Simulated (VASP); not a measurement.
Here is a VASP 6.6.1 calculation.

File INCAR:

```
SYSTEM = HfSi3
PREC = Accurate
ENCUT = 520
EDIFF = 1E-7
ISMEAR = 0
SIGMA = 0.05
LREAL = .False.
LASPH = .True.
NELM = 80
ALGO = Normal
ISIF = 2
LWAVE = .False.
LCHARG = .False.
GGA = PE
NBANDS = 19
```

KPOINTS

```
Automatic mesh
0
Gamma
  8 8 8
  0 0 0
```

The input POSCAR:

```
HfSi3
1.0
    3.9892303806      0.0000000000      0.0000000000
    0.0000000000      3.9892303806      0.0000000000
    0.0000000000      0.0000000000      3.9892303806
Hf Si
1 3
Direct
    0.0000000000      0.0000000000      0.0000000000
    0.0000000000      0.5000000000      0.5000000000
    0.5000000000      0.5000000000      0.0000000000
    0.5000000000      0.0000000000      0.5000000000
```

Potentials or basis: VASP PAW PBE potentials, release 64 (Hf_pv, Si).

The run is started by

```sh
$ cat potpaw_PBE.64/Hf_pv/POTCAR potpaw_PBE.64/Si/POTCAR > POTCAR
$ mpirun -np 1 vasp_std > vasp.out
```

**Question.** What does it give for the pressure?

**Answer.** -1.5 GPa.

**Question.** Predict the band gap on the k mesh.

**Answer.** Zero (band 11 reaches 9.95 eV, above the bottom of band 12 at 8.01 eV).

Caveat: spin-orbit coupling is left out, which moves the levels of the heavy elements.
